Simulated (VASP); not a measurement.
# CdO2 (P-3m1) in VASP: a series of runs, part 2 of 2

VASP 6.6.1.

## 4. Relaxation of cell and atoms, r2SCAN, target pressure 10 GPa, at which the enthalpy is minimised

Contents of POSCAR:

```
CdO2
1.0
    3.4762300000      0.0000000000      0.0000000000
   -1.7381150000      3.0105034894      0.0000000000
    0.0000000000      0.0000000000      4.1480760000
Cd O
1 2
Direct
    0.0000000000      0.0000000000      0.0000000000
    0.6666666667      0.3333333333      0.7557810000
    0.3333333333      0.6666666667      0.2442190000
```

Contents of INCAR.step1:

```
PREC = Accurate
ENCUT = 600
ISMEAR = -1
SIGMA = 0.1
LREAL = False
LASPH = True
NELM = 80
GGA = PE
ALGO = Normal
EDIFF = 1E-4
LWAVE = True
LCHARG = False
```

Contents of INCAR.step2:

```
PREC = Accurate
ENCUT = 600
EDIFF = 1E-6
ISMEAR = -1
SIGMA = 0.1
LREAL = False
LASPH = True
NELM = 80
ALGO = Normal
ISIF = 3
LWAVE = False
LCHARG = False
METAGGA = R2SCAN
LMIXTAU = True
IBRION = 2
NSW = 80
EDIFFG = -0.005
PSTRESS = 100.0
ISTART = 1
```

Contents of KPOINTS:

```
Automatic mesh
0
Gamma
  9 9 6
```

Potentials or basis: VASP PAW PBE potentials, release 64 (Cd, O).

The run is started by

```sh
$ cat potpaw_PBE.64/Cd/POTCAR potpaw_PBE.64/O/POTCAR > POTCAR
$ cp INCAR.step1 INCAR
$ mpirun -np 1 vasp_std > vasp.out
$ cp INCAR.step2 INCAR
$ mpirun -np 1 vasp_std > vasp.out
```

OUTCAR:

```text
PREC = Accurate
   ENCUT = 600
   EDIFF = 1E-6
   ISMEAR = -1
   LREAL = False
   LASPH = True
   NELM = 80
   ISIF = 3
   METAGGA = R2SCAN
   IBRION = 2
   NSW = 80
   EDIFFG = -0.005
   PSTRESS = 100.0
   ISTART = 1

 ion  position               nearest neighbor table
   1  0.000  0.000  0.000-   2 2.25   3 2.25   2 2.25   3 2.25   2 2.25   3 2.25
   2  0.667  0.333  0.756-   1 2.25   1 2.25   1 2.25
   3  0.333  0.667  0.244-   1 2.25   1 2.25   1 2.25

  LATTYP: Found a hexagonal cell.
 ALAT       =     3.4762300000
 C/A-ratio  =     1.1932685697

  Lattice vectors:

 A1 = (   3.4762300000,   0.0000000000,   0.0000000000)
 A2 = (  -1.7381150000,   3.0105034894,   0.0000000000)
 A3 = (   0.0000000000,   0.0000000000,   4.1480760000)

Analysis of symmetry for initial positions (statically):
=====================================================================
 Subroutine PRICEL returns:
 Original cell was already a primitive cell.

 Routine SETGRP: Setting up the symmetry group for a
 hexagonal supercell.

 Subroutine GETGRP returns: Found 12 space group operations
 (whereof 12 operations were pure point group operations)
 out of a pool of 24 trial point group operations.

The static configuration has the point symmetry D_3d.

Analysis of symmetry for dynamics (positions and initial velocities):
=====================================================================
 Subroutine PRICEL returns:
 Original cell was already a primitive cell.

[... 153 lines left out ...]
  ext. energy  EPLUGINS =         0.00000000
  ---------------------------------------------------
  free energy    TOTEN  =       -31.82974676 eV

  energy without entropy =      -31.67396639  energy(sigma->0) =      -31.75185657

 E-fermi :  -0.9376     XC(G=0): -10.7523

 val. band max:       -0.9389953017   @ k =   0.2222   0.0000   0.5000
 cond. band min:      -0.9363055175   @ k =   0.3333   0.2222   0.1667
 fundamental gap:      0.0026897842
 Fermi energy:        -0.9376108117

 k-point     1 :       0.0000    0.0000    0.0000
  band No.  band energies     occupation
      1     -19.0901      2.00000
      2     -17.7274      2.00000
      3      -8.3459      2.00000
      4      -8.3459      2.00000
      5      -7.9960      2.00000
      6      -7.3941      2.00000
[... 559 lines left out ...]
  energy  without entropy=      -31.7348520623  energy(sigma->0) =      -31.79618139

  enthalpy is  TOTEN    =       -29.5430475907 eV   P V=        2.3144631254

[... ionic steps 4 to 16 ...]

--------------------------------------- Ionic step       17  -------------------------------------------

 number of electron      23.9999999 magnetization

------------------------ aborting loop because EDIFF is reached ----------------------------------------
[... 73 lines left out ...]
--------------------------------------- Ionic step       19  -------------------------------------------

 number of electron      23.9999999 magnetization

 Free energy of the ion-electron system (eV)
  ---------------------------------------------------
  ext. energy  EPLUGINS =         0.00000000
  ---------------------------------------------------
  free energy    TOTEN  =       -31.98396010 eV

  energy without entropy =      -31.89423354  energy(sigma->0) =      -31.93909682

 E-fermi :   1.5939     XC(G=0): -12.5040

 val. band max:        1.5761455364   @ k =   0.4444   0.1111   0.5000
 cond. band min:       1.6143866560   @ k =   0.1111   0.1111   0.1667
 fundamental gap:      0.0382411195
 Fermi energy:         1.5939360901

 k-point     1 :       0.0000    0.0000    0.0000
  band No.  band energies     occupation
      1     -18.0868      2.00000
      2     -15.2893      2.00000
      3      -6.5910      2.00000
      4      -6.5910      2.00000
      5      -6.3869      2.00000
      6      -5.2477      2.00000
[... 481 lines left out ...]
  energy  without entropy=      -31.8942335376  energy(sigma->0) =      -31.93909682

  enthalpy is  TOTEN    =       -29.9130305574 eV   P V=        2.0709295465

 reached required accuracy - stopping structural energy minimisation
```

OUTCAR.step1:

```text
PREC = Accurate
   ENCUT = 600
   ISMEAR = -1
   LREAL = False
   LASPH = True
   NELM = 80
[... 679 lines left out ...]
      0.00000      0.00000      0.00000         0.000000      0.000000      0.000000
      1.73812      1.00350      3.13504        -0.000000      0.000000      0.011369
     -0.00000      2.00700      1.01304         0.000000      0.000000     -0.011369
 -----------------------------------------------------------------------------------
    total drift:                                0.000000     -0.000000      0.000000

  FREE ENERGIE OF THE ION-ELECTRON SYSTEM (eV)
  ---------------------------------------------------
  free  energy   TOTEN  =       -10.4462805618 eV

  energy  without entropy=      -10.2878576124  energy(sigma->0) =      -10.36706909
```

It took 31 min on 1 thread of Intel Xeon Platinum 8259CL at 2.50GHz (Skylake/Cascade Lake), shared host; peak memory 0.23 GiB.

Results:

| Property | Result |
| --- | --- |
| Free energy | -31.9840 eV |
| Relaxed volume | 11.06 Å³/atom |
| Relaxed cell | a = 3.347 Å, b = 3.347 Å, c = 3.420 Å, α = 90.00°, β = 90.00°, γ = 120.00° |
| Space group after relaxing (to 0.1 Å) | P-3m1 (No. 164) |
| Energy change on relaxing (the run minimises the enthalpy) | -51.4 meV/atom |
| Ionic steps | 19 |
| Pressure after relaxing | 10.0 GPa |
| Largest force after relaxing | 0.004 eV/Å |
| Band gap on the k mesh | zero (bands 12 and 13 overlap by 1.57 eV) |

Forces in eV/Å, atoms in the order of the input:
```
Cd   0.000  0.000  0.000
O    0.000  0.000 -0.004
O    0.000  0.000  0.004
```

The path:
```csv
step,energy change (eV),largest force (eV/Å),pressure (GPa),volume (Å³)
1,0.0000,0.1610,-8.23,43.41
2,0.3404,1.8375,27.95,33.87
3,-0.0278,0.9355,9.49,37.08
4,-0.0862,0.8925,9.73,35.99
5,-0.1055,0.3479,14.62,32.68
6,-0.0791,0.2292,15.81,32.26
7,-0.1724,0.4611,1.15,34.57
8,-0.1416,0.0353,10.34,33.00
9,-0.1407,0.0306,10.44,32.98
10,-0.1486,0.0062,10.15,33.10
11,-0.1549,0.0142,9.91,33.19
12,-0.1527,0.0146,10.15,33.16
13,-0.1530,0.0145,10.12,33.16
14,-0.1548,0.0008,9.94,33.19
15,-0.1544,0.0038,9.97,33.18
16,-0.1542,0.0047,9.96,33.18
17,-0.1540,0.0072,10.02,33.18
18,-0.1542,0.0058,10.01,33.18
19,-0.1542,0.0044,10.02,33.18
```

Final structure:
```xyz
3
Lattice="3.3470 0.0000 0.0000 -1.6735 2.8985 0.0000 0.0000 0.0000 3.4202" Properties=species:S:1:pos:R:3 pbc="T T T"
Cd    0.0000    0.0000    0.0000
O     1.6735    0.9662    2.4185
O     0.0000    1.9324    1.0016
```

Levels at points of the mesh, in eV from the Fermi level:
```tsv
k point	band 8	band 9	band 10	band 11	band 12	band 13	band 14	band 15	band 16
(0.00, 0.00, 0.00)	-2.59	-1.19	-1.19	-0.75	-0.75	-0.10	4.13	10.29	15.01
(0.00, 0.00, 0.50)	-2.62	-2.45	-2.18	-2.18	0.41	0.41	8.07	8.09	15.50
```

Caveat: the cell is relaxed towards a set pressure, so the run minimises the enthalpy, not the energy; the volume moved by over 15 % at a fixed basis, so the end points are rough; the PAW data sets were made with another functional, which shifts forces and pressure a little.

## 5. Overview

```tsv
cell	gap on the mesh (eV)	pressure (GPa)
relaxed to 2 GPa	none	2.0
relaxed to 5 GPa	none	5.0
relaxed to 10 GPa	none	10.0
```

Alike in all rows: task relaxation of cell and atoms; level r2SCAN; potentials or basis VASP PAW PBE potentials, release 64 (Cd, O); no spin polarisation; k mesh 9 × 9 × 6; cutoff (eV) 600; smearing fermi-dirac 0.1 eV.

Caveats: the cell is relaxed towards a set pressure, so the run minimises the enthalpy, not the energy; the volume moved by over 15 % at a fixed basis, so the end points are rough; the PAW data sets were made with another functional, which shifts forces and pressure a little.

Total energies depend on the potentials used, so only differences within one code and one set of settings carry meaning.
